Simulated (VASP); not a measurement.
Runs of VASP 6.6.1 on In. The structure is that of space group R-3m (No. 166), or close to it. The cells are those of the table. 

```tsv
task	cell	gap on the mesh (eV)	pressure (GPa)	largest force (eV/Å)
electric field gradients	a = 8.440 Å, angles 23.3°, 3 atoms	none	-2.6	-
single point	a = 8.459 Å, angles 22.8°, 3 atoms	none	-1.6	0.01
electric field gradients	a = 8.435 Å, angles 23.1°, 3 atoms	none	(a)	0.01
electric field gradients	a = 8.591 Å, angles 22.4°, 3 atoms	none	-2.0	0.01
electric field gradients	a = 8.459 Å, angles 22.8°, 3 atoms	none	-1.6	0.01
```

Alike in all rows: level PBEsol; potentials or basis VASP PAW PBE potentials, release 64 (In_d); no spin polarisation; k mesh 14 × 14 × 14; cutoff (eV) 520; smearing fermi-dirac 0.05 eV.

**Question.** Estimate the missing entries.

**Answer.** (a) -1.9.

Caveats: the PAW data sets were made with another functional, which shifts forces and pressure a little; spin-orbit coupling is left out, which moves the levels of the heavy elements.

A k mesh can miss the band edges, and the runs leave out spin-orbit coupling on In.

A gap of «none» marks levels without a gap at the run's occupations.
